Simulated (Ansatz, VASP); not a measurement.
# One calculation of TaAs, two programs

```xyz
4
Lattice="-1.7218 1.7218 5.8679 1.7218 -1.7218 5.8679 1.7218 1.7218 -5.8679" Properties=species:S:1:pos:R:3 pbc="T T T"
Ta    1.7218    0.0000    2.9342
Ta    0.0000    0.0000    5.8682
As    0.0000    1.7218    3.9031
As    0.0000    0.0000    0.9692
```

Alike in both runs: functional LDA; k mesh 9 × 9 × 9; occupations gaussian, width 0.05 eV; no spin polarisation.

Ansatz relaxed the structure, and its values are those at the end. VASP's run is a single point on that final structure, the one shown.

```csv
,VASP,Ansatz
version,VASP 6.6.1,Ansatz 0.2.0
potentials or method,"VASP PAW LDA potentials, release 64 (Ta_sv_GW, As_d)","scalar-relativistic, plane waves, PAW"
plane-wave cutoff (eV),510,420
valence electrons in the cell,56,56
```

```csv
,VASP,Ansatz,Ansatz less VASP
pressure (GPa),-7.3,-7.5,-0.25
```

LDA's correlation is that of Perdew and Zunger in VASP and of Perdew and Wang (1992) in Ansatz. Ansatz's warnings: stress scf threshold loose.

Spin-orbit coupling is off throughout.
